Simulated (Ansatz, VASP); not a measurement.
# HfC: VASP beside Ansatz

```
CELL_PARAMETERS angstrom
3.26579 0.00000 0.00000
-1.63290 2.82826 0.00000
0.00000 0.00000 5.76631
ATOMIC_POSITIONS crystal
Hf 0.00000 0.00000 0.00000
Hf 0.00000 0.00000 0.50000
C 0.33333 0.66667 0.25000
C 0.66667 0.33333 0.75000
```

Alike in both runs: task single point; functional LDA; k mesh 12 × 12 × 6; occupations gaussian, width 0.05 eV; no spin polarisation.

|  | VASP | Ansatz |
| --- | --- | --- |
| version | VASP 6.6.1 | Ansatz 0.2.0 |
| potentials or method | VASP PAW LDA potentials, release 64 (Hf_pv, C), cutoff 520 eV | scalar-relativistic, plane waves, PAW |
| valence electrons in the cell | 28 | 60 |

Ansatz gave:

* gap on the k mesh at the Fermi level (eV): none
* pressure (GPa): -10.9
* traceless stress, the component that is largest in VASP (GPa): -1.05

**Question.** What did VASP give for the same quantities?

**Answer.** gap on the k mesh at the Fermi level (eV): none; pressure (GPa): -10.8; traceless stress, the component that is largest in VASP (GPa): -1.14.

LDA's correlation is that of Perdew and Zunger in VASP and of Perdew and Wang (1992) in Ansatz. A gap of «none» marks a metal or a gap that the smearing closes. VASP's potentials hold 28 valence electrons a cell and Ansatz's 60, so a difference there can come from the potentials and not from the codes.

Spin-orbit coupling is off throughout.
